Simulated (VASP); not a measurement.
The system is AlInH4.

```xyz
6
Lattice="0.0000 3.4128 3.4128 3.4128 0.0000 3.4128 3.4128 3.4128 0.0000" Properties=species:S:1:pos:R:3 pbc="T T T"
Al    3.4128    3.4128    3.4128
In    5.1192    5.1192    5.1192
H     2.2096    2.2096    2.2096
H     1.2032    1.2032    2.2096
H     1.2032    2.2096    1.2032
H     2.2096    1.2032    1.2032
```

The cell was built from a structure type or drawn by symmetry, and may not be a known phase.

```yaml
Program: VASP 6.6.1
Task: relaxation of cell and atoms
Functional: PBE
Potentials_or_basis: VASP PAW PBE potentials, release 64 (Al, In_d, H)
Cutoff: 600 eV
k_mesh: 4 × 4 × 4
Occupations: gaussian, width 0.1 eV
Spin: no spin polarisation
```

At the start: pressure -5.6 GPa; volume 13.25 Å³/atom.

Q: How do energy, volume and symmetry change on relaxing?

A: Over 13 steps the energy falls by 413.8 meV/atom and the volume is 17.84 Å³/atom (+34.7 %); space group F-43m (No. 216, to 0.1 Å) before and after.

Step by step:
```csv
step,energy change (eV),largest force (eV/Å),pressure (GPa),volume (Å³)
1,0.0000,1.4723,-5.58,79.50
2,-0.5557,1.4603,-2.92,74.30
3,-0.9389,0.0624,17.41,60.08
4,-1.0966,1.0883,5.07,66.28
5,-1.1323,0.8811,7.97,64.45
6,-1.5781,0.3183,9.22,67.60
7,-1.7352,0.5667,11.57,70.64
8,-2.1431,0.3454,6.32,79.59
9,-2.4420,0.0645,1.48,95.55
10,-2.4782,0.0402,0.23,102.90
11,-2.4816,0.0784,-0.15,105.83
12,-2.4816,0.0886,-0.25,106.63
13,-2.4830,0.0240,-0.08,107.06
```

Final structure:
```
Al In H
1.0
     0.00000    3.76882    3.76882
     3.76882    0.00000    3.76882
     3.76882    3.76882    0.00000
Al In H
1 1 4
Direct
  0.50000 0.50000 0.50000
  0.75000 0.75000 0.75000
  0.37451 0.37451 0.37451
  0.37451 0.37451 0.87647
  0.37451 0.87647 0.37451
  0.87647 0.37451 0.37451
```

Caveat: the volume moved by over 15 % at a fixed basis, so the end points are rough.
